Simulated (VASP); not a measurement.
# TiAl (P4/mmm) in VASP: notebook, part 2 of 2

VASP 6.6.1. Earlier steps stand in the parts before.

**3. Relaxation of cell and atoms, r2SCAN, target pressure 10 GPa, at which the enthalpy is minimised**

This run uses another cell than the first one, of 14.92 Å³/atom.

POSCAR reads:

```
TiAl
1.0
    2.7427468143      0.0000000000      0.0000000000
    0.0000000000      2.7427468143      0.0000000000
    0.0000000000      0.0000000000      3.9679428679
Ti Al
1 1
Direct
    0.5000000000      0.5000000000      0.5000000000
    0.0000000000      0.0000000000      0.0000000000
```

INCAR.step1 reads:

```
PREC = Accurate ; ENCUT = 600
ISMEAR = 0 ; SIGMA = 0.1
LREAL = F ; LASPH = T
NELM = 60 ; GGA = PE
ALGO = Normal ; EDIFF = 1E-4
LWAVE = T ; LCHARG = F
```

INCAR.step2 reads:

```
PREC = Accurate ; ENCUT = 600
EDIFF = 1E-6 ; ISMEAR = 0
SIGMA = 0.1 ; LREAL = F
LASPH = T ; NELM = 60
ALGO = Normal ; ISIF = 3
LWAVE = F ; LCHARG = F
METAGGA = R2SCAN ; LMIXTAU = T
IBRION = 2 ; NSW = 70
EDIFFG = -0.008 ; PSTRESS = 100.0
ISTART = 1
```

KPOINTS reads:

```
Automatic mesh
0
Gamma
  14 14 10
```

Potentials or basis: VASP PAW PBE potentials, release 64 (Ti_sv, Al).

Command:

```bash
$ cat potpaw_PBE.64/Ti_sv/POTCAR potpaw_PBE.64/Al/POTCAR > POTCAR
$ cp INCAR.step1 INCAR
$ mpirun -np 1 vasp_std > vasp.out
$ cp INCAR.step2 INCAR
$ mpirun -np 1 vasp_std > vasp.out
```

OUTCAR:

```text
PREC = Accurate
   ENCUT = 600
   EDIFF = 1E-6
   ISMEAR = 0
   LREAL = F
   LASPH = T
   NELM = 60
   ISIF = 3
   METAGGA = R2SCAN
   IBRION = 2
   NSW = 70
   EDIFFG = -0.008
   PSTRESS = 100.0
   ISTART = 1

 ion  position               nearest neighbor table
   1  0.500  0.500  0.500-   2 2.77   2 2.77   2 2.77   2 2.77   2 2.77   2 2.77   2 2.77   2 2.77

   2  0.000  0.000  0.000-   1 2.77   1 2.77   1 2.77   1 2.77   1 2.77   1 2.77   1 2.77   1 2.77

  LATTYP: Found a simple tetragonal cell.
 ALAT       =     2.7427468143
 C/A-ratio  =     1.4467040294

  Lattice vectors:

 A1 = (   2.7427468143,   0.0000000000,   0.0000000000)
 A2 = (   0.0000000000,   2.7427468143,   0.0000000000)
 A3 = (   0.0000000000,   0.0000000000,   3.9679428679)

Analysis of symmetry for initial positions (statically):
=====================================================================
 Subroutine PRICEL returns:
 Original cell was already a primitive cell.

 Routine SETGRP: Setting up the symmetry group for a
 simple tetragonal supercell.

 Subroutine GETGRP returns: Found 16 space group operations
 (whereof 16 operations were pure point group operations)
[... 174 lines left out ...]
  Total        1.9337017      1.9337017      1.9259365      0.0000000     -0.0000000      0.0000000
  in kB      103.7918412    103.7918412    103.3750392      0.0000000     -0.0000000      0.0000000
  external PRESSURE =       3.6529072 kB  Pullay stress =     100.0000000 kB
[... 63 lines left out ...]
--------------------------------------- Ionic step        3  -------------------------------------------

 number of electron      15.0000000 magnetization

 Free energy of the ion-electron system (eV)
  ---------------------------------------------------
  ext. energy  EPLUGINS =         0.00000000
  ---------------------------------------------------
  free energy    TOTEN  =       -20.52856108 eV

  energy without entropy =      -20.52165653  energy(sigma->0) =      -20.52510881

 E-fermi :   9.2005     XC(G=0): -12.2252

 val. band max:        9.1889963387   @ k =   0.2143   0.0714   0.3000
 cond. band min:       9.2286793079   @ k =   0.3571   0.1429   0.2000
 fundamental gap:      0.0396829692
 Fermi energy:         9.2005052529

 k-point     1 :       0.0000    0.0000    0.0000
  band No.  band energies     occupation
      1     -49.5823      2.00000
      2     -24.9673      2.00000
      3     -24.4161      2.00000
      4     -24.4161      2.00000
      5      -0.7721      2.00000
      6       7.0530      2.00000
      7       8.1212      2.00000
      8       8.7591      2.00000
      9      11.7843      0.00000
     10      11.7843      0.00000
     11      13.2442      0.00000
[... 309 lines left out ...]
 k-point    24 :       0.3571    0.2143    0.0000
  band No.  band energies     occupation
      1     -49.4807      2.00000
      2     -24.9155      2.00000
      3     -24.8700      2.00000
      4     -24.6157      2.00000
      5       2.7669      2.00000
      6       7.2395      2.00000
      7       7.9397      2.00000
      8       9.1658      1.37674
      9      10.3162      0.00000
     10      10.8615      0.00000
     11      13.3294      0.00000

 [... further k-points ...]

------------------------ aborting loop because EDIFF is reached ----------------------------------------

  FORCE on cell =-STRESS in cart. coord.  units (eV):
  Direction    XX          YY          ZZ          XY          YZ          ZX
  --------------------------------------------------------------------------------------
  -------------------------------------------------------------------------------------
  Total        1.8573392      1.8573392      1.8530889      0.0000000      0.0000000      0.0000000
  in kB       99.4615566     99.4615566     99.2339501      0.0000000      0.0000000      0.0000000
  external PRESSURE =      -0.6143122 kB  Pullay stress =     100.0000000 kB
[... 21 lines left out ...]
  energy  without entropy=      -20.5216565311  energy(sigma->0) =      -20.52510881

  enthalpy is  TOTEN    =       -18.6611670054 eV   P V=        1.8673940784

 reached required accuracy - stopping structural energy minimisation
```

OSZICAR.step1:

```text
N       E                     dE             d eps       ncg     rms          rms(c)
DAV:   1     0.109828054144E+03    0.10983E+03   -0.82794E+03  4760   0.155E+03
DAV:   2    -0.330529144817E+01   -0.11313E+03   -0.10989E+03  4802   0.368E+02
DAV:   3    -0.130697178254E+02   -0.97644E+01   -0.94520E+01  8508   0.979E+01
DAV:   4    -0.137650391426E+02   -0.69532E+00   -0.69213E+00  6205   0.205E+01
DAV:   5    -0.137938599312E+02   -0.28821E-01   -0.28803E-01  6706   0.412E+00    0.105E+01
DAV:   6    -0.124394070547E+02    0.13545E+01   -0.11332E+01  5824   0.380E+01    0.344E+00
DAV:   7    -0.123172762103E+02    0.12213E+00   -0.95791E-01  5398   0.109E+01    0.217E+00
DAV:   8    -0.123101121033E+02    0.71641E-02   -0.13201E-01  5370   0.415E+00    0.458E-01
DAV:   9    -0.123096779302E+02    0.43417E-03   -0.19846E-02  5952   0.189E+00    0.253E-01
DAV:  10    -0.123100326045E+02   -0.35467E-03   -0.14920E-03  5797   0.466E-01    0.596E-02
DAV:  11    -0.123100270228E+02    0.55817E-05   -0.31579E-04  4923   0.202E-01
   1 F= -.12310027E+02 E0= -.12306131E+02  d E =-.779185E-02
```

It took 10 min on 1 thread of Intel Xeon 8259CL, shared host; peak memory 0.24 GiB.

Results:

* Free energy: -20.5286 eV
* Relaxed volume: 14.96 Å³/atom
* Relaxed cell: a = 2.745 Å, b = 2.745 Å, c = 3.971 Å, α = 90.00°, β = 90.00°, γ = 90.00°
* Space group after relaxing (to 0.1 Å): P4/mmm (No. 123)
* Energy change on relaxing (the run minimises the enthalpy): -2.2 meV/atom
* Ionic steps: 3
* Pressure after relaxing: 9.9 GPa
* Band gap on the k mesh: zero (an odd number of electrons rules out a gap without spin polarisation)

The path:
```
step  energy change (eV)  largest force (eV/Å)  pressure (GPa)  volume (Å³)
   1              0.0000                0.0000           10.37        29.85
   2             -0.0092                0.0000            9.63        30.00
   3             -0.0044                0.0000            9.94        29.92
```

Final structure:
```
CELL_PARAMETERS angstrom
2.74495 0.00000 0.00000
0.00000 2.74495 0.00000
0.00000 0.00000 3.97079
ATOMIC_POSITIONS crystal
Ti 0.50000 0.50000 0.50000
Al 0.00000 0.00000 0.00000
```

Caveat: the cell is relaxed towards a set pressure, so the run minimises the enthalpy, not the energy; the PAW data sets were made with another functional, which shifts forces and pressure a little.

The gap in the log of VASP goes by the Fermi energy; the results here count the filled bands.